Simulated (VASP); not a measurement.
Set up this calculation in VASP 6.6.1, as the native input.

- Task: single point
- Functional: PBE
- Potentials or basis: VASP PAW PBE potentials, release 64 (Nb_sv, P)
- Cutoff: 520 eV
- k mesh: 11 × 11 × 11
- Occupations: fermi-dirac, width 0.05 eV
- Spin: no spin polarisation
- Dipole correction: no
- Further INCAR settings: ALGO = Normal; EDIFF = 1e-06; NBANDS = 26

The structure of NbP lies in POSCAR:

```
NbP
1.0
   -1.6636818200      1.6636818200      5.7015827992
    1.6636818200     -1.6636818200      5.7015827992
    1.6636818200      1.6636818200     -5.7015827992
Nb P
2 2
Direct
    0.2498808000      0.7498808000      0.5000000000
    0.4998808000      0.4998808000      0.0000000000
    0.8327477700      0.3327477700      0.5000000000
    0.0827477700      0.0827477700      0.0000000000
```

One way to write it, as run:

INCAR

```
SYSTEM = NbP
PREC = Accurate ; ENCUT = 520
EDIFF = 1E-6 ; ISMEAR = -1
SIGMA = 0.05 ; LREAL = .FALSE.
LASPH = .TRUE. ; NELM = 80
ALGO = Normal ; ISIF = 2
LWAVE = .FALSE. ; LCHARG = .FALSE.
GGA = PE ; NBANDS = 26
```

KPOINTS

```
Automatic mesh
0
G
  11 11 11
  0 0 0
```

Potentials or basis: VASP PAW PBE potentials, release 64 (Nb_sv, P).

Run with:

```bash
$ cat potpaw_PBE.64/Nb_sv/POTCAR potpaw_PBE.64/P/POTCAR > POTCAR
$ mpirun -np 1 vasp_std > vasp.out
```

It gave:

| Quantity | Value |
| --- | --- |
| Pressure | 2.4 GPa |
| Largest force | 0.022 eV/Å |
| Band gap on the k mesh | zero (filled and empty bands overlap) |

It took 8.2 min on 1 thread of Intel(R) Xeon(R) Platinum 8259CL CPU @ 2.50GHz (Skylake/Cascade Lake) (shared host), peak memory 0.43 GiB.
